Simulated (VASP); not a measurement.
# Li (P6_3/mmc) in VASP: a series of runs, part 3 of 3

VASP 6.6.1.

**4. Single point, LDA**

This run uses another cell than the first one, of 19.21 Å³/atom, 0.959 times its volume.

INCAR reads:

```
PREC = Accurate
ENCUT = 520
EDIFF = 1E-7
ISMEAR = 1
SIGMA = 0.2
LREAL = F
LASPH = T
NELM = 100
ALGO = Normal
ISIF = 2
LWAVE = F
LCHARG = F
GGA = CA
NBANDS = 10
```

KPOINTS reads:

```
regular mesh
0
Gamma
  4 4 2
```

POSCAR reads:

```
Li
1.0
    3.0349463610      0.0000000000      0.0000000000
   -1.5174731805      2.6283454951      0.0000000000
    0.0000000000      0.0000000000      4.8153385188
Li
2
Direct
    0.3333333333      0.6666666667      0.2500000000
    0.6666666667      0.3333333333      0.7500000000
```

Potentials or basis: VASP PAW LDA potentials, release 64 (Li_sv).

Command:

```
$ cat potpaw_LDA.64/Li_sv/POTCAR > POTCAR
$ mpirun -np 1 vasp_std > vasp.out
```

OUTCAR:

```text
PREC = Accurate
   ENCUT = 520
   EDIFF = 1E-7
   ISMEAR = 1
   LREAL = F
   LASPH = T
   NELM = 100
   ISIF = 2
   GGA = CA

 ion  position               nearest neighbor table
   1  0.333  0.667  0.250-
   2  0.667  0.333  0.750-

  LATTYP: Found a hexagonal cell.
 ALAT       =     3.0349463610
 C/A-ratio  =     1.5866305186

  Lattice vectors:

 A1 = (   3.0349463610,   0.0000000000,   0.0000000000)
 A2 = (  -1.5174731805,   2.6283454951,   0.0000000000)
 A3 = (   0.0000000000,   0.0000000000,   4.8153385188)

Analysis of symmetry for initial positions (statically):
=====================================================================
 Subroutine PRICEL returns:
 Original cell was already a primitive cell.

 Routine SETGRP: Setting up the symmetry group for a
 hexagonal supercell.

 Subroutine GETGRP returns: Found 24 space group operations
 (whereof 12 operations were pure point group operations)
 out of a pool of 24 trial point group operations.

The static configuration has the point symmetry D_3d.
[... 152 lines left out ...]
 Fermi energy:         1.1538445568

 k-point     1 :       0.0000    0.0000    0.0000
  band No.  band energies     occupation
      1     -44.8011      2.00000
      2     -44.7736      2.00000
      3      -2.8039      2.00000
      4       0.8692      2.06180
      5       4.1367     -0.00000
      6      13.1299      0.00000
      7      13.1299      0.00000
      8      14.6546      0.00000
      9      14.6547      0.00000
     10      15.9955      0.00000
[... 79 lines left out ...]
 k-point     8 :       0.2500    0.2500    0.5000
  band No.  band energies     occupation
      1     -44.7724      2.00000
      2     -44.7724      2.00000
      3       1.2660      0.19678
      4       1.2660      0.19678
      5       5.4336      0.00000
      6       5.4336      0.00000
      7       7.9302      0.00000
      8       7.9302      0.00000
      9      12.5964      0.00000
     10      12.5964      0.00000

------------------------ aborting loop because EDIFF is reached ----------------------------------------

  FORCE on cell =-STRESS in cart. coord.  units (eV):
  Direction    XX          YY          ZZ          XY          YZ          ZX
  --------------------------------------------------------------------------------------
  -------------------------------------------------------------------------------------
  Total       -0.0925482     -0.0925485     -0.1475314      0.0000000      0.0000000      0.0000000
  in kB       -3.8602742     -3.8602884     -6.1536761      0.0000000      0.0000000      0.0000000
  external PRESSURE =      -4.6247462 kB  Pullay stress =       0.0000000 kB

 VOLUME and BASIS-vectors are now :
 -----------------------------------------------------------------------------
  energy-cutoff  :      520.00
  volume of cell :       38.41
      direct lattice vectors                 reciprocal lattice vectors
     3.034946361  0.000000000  0.000000000     0.329495115  0.190233742  0.000000000
    -1.517473180  2.628345495  0.000000000     0.000000000  0.380467485  0.000000000
     0.000000000  0.000000000  4.815338519     0.000000000  0.000000000  0.207669720

 POSITION                                       TOTAL-FORCE (eV/Angst)
 -----------------------------------------------------------------------------------
     -0.00000      1.75223      1.20383        -0.000000      0.000000      0.000000
      1.51747      0.87612      3.61150         0.000000     -0.000000      0.000000
 -----------------------------------------------------------------------------------
    total drift:                               -0.000000      0.000000      0.000000

  FREE ENERGIE OF THE ION-ELECTRON SYSTEM (eV)
  ---------------------------------------------------
  free  energy   TOTEN  =        -4.0960189965 eV

  energy  without entropy=       -4.0957405634  energy(sigma->0) =       -4.09592619
```

OSZICAR:

```text
N       E                     dE             d eps       ncg     rms          rms(c)
DAV:   1     0.159344723765E+02    0.15934E+02   -0.33035E+03   160   0.560E+02
DAV:   2    -0.112359947273E+01   -0.17058E+02   -0.16076E+02   206   0.102E+02
DAV:   3    -0.405706462345E+01   -0.29335E+01   -0.29116E+01   274   0.330E+01
DAV:   4    -0.409906320466E+01   -0.41999E-01   -0.41983E-01   202   0.462E+00
DAV:   5    -0.409927559186E+01   -0.21239E-03   -0.21239E-03   224   0.401E-01    0.328E-01
DAV:   6    -0.409710325820E+01    0.21723E-02   -0.89171E-04   296   0.140E-01    0.190E-01
DAV:   7    -0.409601415913E+01    0.10891E-02   -0.20345E-03   296   0.209E-01    0.467E-02
DAV:   8    -0.409601794472E+01   -0.37856E-05   -0.42981E-05   184   0.693E-02    0.249E-03
DAV:   9    -0.409601883733E+01   -0.89261E-06   -0.29131E-06   226   0.156E-02    0.141E-03
DAV:  10    -0.409601908498E+01   -0.24765E-06   -0.19069E-07   158   0.306E-03    0.184E-03
DAV:  11    -0.409601899652E+01    0.88451E-07   -0.36378E-08    88   0.169E-03
   1 F= -.40960190E+01 E0= -.40959262E+01  d E =-.278433E-03
```

stdout:

```text
POSCAR found type information on POSCAR Li
 POSCAR found :  1 types and       2 ions
 scaLAPACK will be used
 LDA part: xc-table for (Slater(with rela. corr.)+CA(PZ))
 , standard interpolation
 POSCAR, INCAR and KPOINTS ok, starting setup
 FFT: planning ... GRIDC
 FFT: planning ... GRID_SOFT
 FFT: planning ... GRID
 WAVECAR not read
 entering main loop
```

Wall time 2.7 s (1 thread of Intel Xeon Platinum 8488C (Sapphire Rapids), shared host); peak memory 0.12 GiB.

Results:

```
Free energy            : -4.0960 eV
Band gap on the k mesh : zero (band 3 reaches 1.39 eV, above the bottom of band 4 at -1.64 eV)
```

Caveat: the k points lie up to 0.65 Å⁻¹ apart; the cutoff is under 1.25 times the usual one of these potentials, so pressure, stress and relaxed cells hold a basis-set (Pulay) error.

**5. Single point, LDA**

This run uses another cell than the first one, of 18.71 Å³/atom, 0.935 times its volume.

INCAR reads:

```
SYSTEM = Li
  PREC = Accurate
  ENCUT = 520
  EDIFF = 1E-7
  ISMEAR = 1
  SIGMA = 0.2
  LREAL = .FALSE.
  LASPH = .TRUE.
  NELM = 100
  ALGO = Normal
  ISIF = 2
  LWAVE = .FALSE.
  LCHARG = .FALSE.
  GGA = CA
  NBANDS = 10
```

KPOINTS reads:

```
Automatic mesh
0
G
  4 4 2
  0 0 0
```

POSCAR reads:

```
Li
1.0
    3.0154669222      0.0000000000      0.0000000000
   -1.5077334611      2.6114757751      0.0000000000
    0.0000000000      0.0000000000      4.7526450193
Li
2
Direct
    0.3333333333      0.6666666667      0.2500000000
    0.6666666667      0.3333333333      0.7500000000
```

Command:

```
$ cat potpaw_LDA.64/Li_sv/POTCAR > POTCAR
$ mpirun -np 1 vasp_std > vasp.out
```

Run time: 2.8 s. Hardware: 1 thread of Intel Xeon Platinum 8488C (Sapphire Rapids), shared host; peak memory 0.12 GiB.

It converged, with:

- Free energy: -4.0971 eV
- Band gap on the k mesh: zero (band 3 reaches 1.47 eV, above the bottom of band 4 at -1.58 eV)

Levels at points of the mesh, in eV from the Fermi level:
| k point | band 1 | band 2 | band 3 | band 4 | band 5 | band 6 |
| --- | --- | --- | --- | --- | --- | --- |
| (0.00, 0.00, 0.00) | -45.92 | -45.88 | -3.99 | -0.26 | 3.13 | 12.12 |
| (0.50, 0.00, 0.00) | -45.89 | -45.88 | -0.59 | 0.67 | 4.51 | 5.82 |
| (0.00, 0.00, 0.50) | -45.90 | -45.90 | -2.81 | -2.81 | 8.58 | 8.58 |
| (0.50, 0.00, 0.50) | -45.88 | -45.88 | 0.23 | 0.23 | 3.34 | 3.34 |

Caveat: the k points lie up to 0.66 Å⁻¹ apart; the cutoff is under 1.25 times the usual one of these potentials, so pressure, stress and relaxed cells hold a basis-set (Pulay) error.

**6. Overview**

```tsv
cell	gap on the mesh (eV)
a = 3.065, b = 3.065, c = 4.921 Å, angles 90.0, 90.0, 120.0°, 2 atoms	none
a = 3.052, b = 3.052, c = 4.872 Å, angles 90.0, 90.0, 120.0°, 2 atoms	none
a = 3.035, b = 3.035, c = 4.815 Å, angles 90.0, 90.0, 120.0°, 2 atoms	none
a = 3.015, b = 3.015, c = 4.753 Å, angles 90.0, 90.0, 120.0°, 2 atoms	none
```

Alike in all rows: task single point; level LDA; potentials or basis VASP PAW LDA potentials, release 64 (Li_sv); no spin polarisation; k mesh 4 × 4 × 2; cutoff (eV) 520; smearing methfessel-paxton 0.2 eV.

Caveats: all runs use coarse meshes; the cutoff is under 1.25 times the usual one of these potentials, so pressure, stress and relaxed cells hold a basis-set (Pulay) error.

Total energies depend on the potentials used, so only differences within one code and one set of settings carry meaning.
